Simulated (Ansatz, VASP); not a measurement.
# CaMg: VASP beside Ansatz

```
Ca Mg
1.0
     3.61030    0.00000    0.00000
     0.00000    3.61030    0.00000
     0.00000    0.00000    5.11146
Ca Mg
1 1
Direct
  0.00000 0.00000 0.00000
  0.50000 0.50000 0.50000
```

Alike in both runs: task single point; functional LDA; k mesh 14 × 14 × 14; occupations gaussian, width 0.15 eV; no spin polarisation.

```csv
,VASP,Ansatz
version,VASP 6.6.1,Ansatz 0.2.0
potentials or method,"VASP PAW LDA potentials, release 64 (Ca_sv, Mg), cutoff 520 eV","scalar-relativistic, plane waves, PAW"
valence electrons in the cell,12,20
```

```tsv
	VASP	Ansatz	Ansatz less VASP
gap on the k mesh at the Fermi level (eV)	none	none	-
pressure (GPa)	-3.2	-3.0	+0.22
traceless stress, the component that is largest in VASP (GPa)	-1.22	-1.14	+0.082
```

LDA's correlation is that of Perdew and Zunger in VASP and of Perdew and Wang (1992) in Ansatz. A gap of «none» marks a metal or a gap that the smearing closes. VASP's potentials hold 12 valence electrons a cell and Ansatz's 20, so a difference there can come from the potentials and not from the codes.
